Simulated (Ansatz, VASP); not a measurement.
## Two plane-wave programs on BAs

```
As B
1.0
     0.00000    2.38850    2.38850
     2.38850    0.00000    2.38850
     2.38850    2.38850    0.00000
As B
1 1
Direct
  0.75000 0.75000 0.75000
  0.00000 0.00000 0.00000
```

Alike in both runs: task single point; functional PBE; k mesh 10 × 10 × 10; occupations gaussian, width 0.011 eV; no spin polarisation.

|  | VASP | Ansatz |
| --- | --- | --- |
| version | VASP 6.6.1 | Ansatz 0.2.0 |
| potentials or method | VASP PAW PBE potentials, release 64 (As, B) | Ansatz PAW |
| plane-wave cutoff (eV) | 520 | 420 |
| valence electrons in the cell | 8 | 18 |

Ansatz gave:

| Quantity | Value |
| --- | --- |
| gap on the k mesh at the Fermi level (eV) | 1.18 |
| least direct gap on the mesh (eV) | 3.28 |
| pressure (GPa) | 2.8 |

Q: What did VASP give for the same quantities?

A: gap on the k mesh at the Fermi level (eV): 1.18; least direct gap on the mesh (eV): 3.28; pressure (GPa): 3.4.

VASP's potentials hold 8 valence electrons a cell and Ansatz's 18, so a difference there can come from the potentials and not from the codes.
